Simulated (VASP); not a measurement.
# MnS: single point with PBEsol

MnS:

```
Mn S
1.0
     1.83000    1.05655    2.97092
    -1.83000    1.05655    2.97092
     0.00000   -2.11310    2.97092
Mn S
1 1
Cartesian
  -0.0160 -0.0031 0.0474
  0.0330 0.0089 4.4197
```

* Program: VASP 6.6.1
* Task: single point
* Functional: PBEsol
* Potentials or basis: VASP PAW PBE potentials, release 64 (Mn_pv, S)
* Cutoff: 500 eV
* k mesh: 7 × 7 × 7
* Occupations: gaussian, width 0.05 eV
* Spin: collinear spin, ferromagnetic start
* Starting moments: [4.0, 0.0] μB

| Property | Result |
| --- | --- |
| Pressure | -5.9 GPa |
| Largest force | 0.287 eV/Å |
| Net moment | 4.62 μB per cell |
| Site moments | Mn +4.18; S +0.10 μB |
| Valence electrons inside the program's atomic spheres | Mn 11.34; S 3.70 |

Forces in eV/Å, atoms in the order of the input:
```
Mn   0.145  0.037 -0.245
S   -0.145 -0.037  0.245
```

Stress tensor (GPa, compression positive):
```
-5.92  0.21 -0.26
 0.21 -6.07 -0.11
-0.26 -0.11 -5.60
```

Levels at points of the mesh, in eV from the Fermi level:
Spin up:
```
           k point  band 8  band 9  band 10  band 11  band 12  band 13  band 14  band 15  band 16  band 17
(0.00, 0.00, 0.00)   -3.41   -3.32    -1.89    -1.87    -1.81     1.77     8.50     8.53     8.56    10.45
```
Spin down:
```csv
k point,band 5,band 6,band 7,band 8,band 9,band 10
"(0.00, 0.00, 0.00)",-1.80,-1.76,-1.71,0.15,0.18,0.24
```

It took 89 s on 1 thread of Intel(R) Xeon(R) 6975P-C (Granite Rapids), with other jobs on the host, peak memory 0.29 GiB.

Caveat: the cell stands under tension; the PAW data sets were made with another functional, which shifts forces and pressure a little; a cell with one magnetic atom can't hold antiferromagnetic order, which such compounds often take; semilocal functionals often make such compounds metallic where correlation or magnetic order opens a gap, which also shifts bond lengths. With open d or f shells a metallic result of PBEsol can be an artefact of self-interaction; +U or a hybrid may open a gap.
